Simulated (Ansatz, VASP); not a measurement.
**Two plane-wave programs on MgO2**

```
Mg O
1.0
     4.92899    0.00000    0.00000
     0.00000    4.92899    0.00000
     0.00000    0.00000    4.92899
Mg O
4 8
Cartesian
  0.0000 2.4645 2.4645
  2.4645 2.4645 0.0000
  2.4645 0.0000 2.4645
  0.0000 0.0000 0.0000
  2.0317 0.4328 4.4962
  0.4328 4.4962 2.0317
  4.4962 2.0317 0.4328
  2.8972 2.8972 2.8972
  2.0317 2.0317 2.0317
  0.4328 2.8972 4.4962
  4.4962 0.4328 2.8972
  2.8972 4.4962 0.4328
```

Alike in both runs: functional r2SCAN; k mesh 6 × 6 × 6; occupations gaussian, width 0.02 eV; no spin polarisation.

Ansatz relaxed the structure, and its values are those at the end. VASP's run is a single point on that final structure, the one shown.

|  | VASP | Ansatz |
| --- | --- | --- |
| version | VASP 6.6.1 | Ansatz 0.2.0 |
| potentials or method | VASP PAW PBE potentials, release 64 (Mg, O), cutoff 520 eV | scalar-relativistic, plane waves, PAW |
| valence electrons in the cell | 56 | 88 |

Ansatz gave:

| Quantity | Value |
| --- | --- |
| gap on the k mesh at the Fermi level (eV) | 4.51 |
| least direct gap on the mesh (eV) | 4.62 |
| pressure (GPa) | -7.3 |
| rms of the force components (eV/Å) | 0.001 |

Question: What did VASP give for the same quantities?

Answer: gap on the k mesh at the Fermi level (eV): 4.47; least direct gap on the mesh (eV): 4.58; pressure (GPa): -7.7; rms of the force components (eV/Å): 0.122.

VASP's potentials were made for PBE, not for r2SCAN. One of these differences is far larger than is usual between the two programs; its cause wasn't traced. With one functional, cell and mesh, what is left measures potentials, basis and numerics. VASP's potentials hold 56 valence electrons a cell and Ansatz's 88, so a difference there can come from the potentials and not from the codes. Ansatz's warnings: stress scf threshold loose.
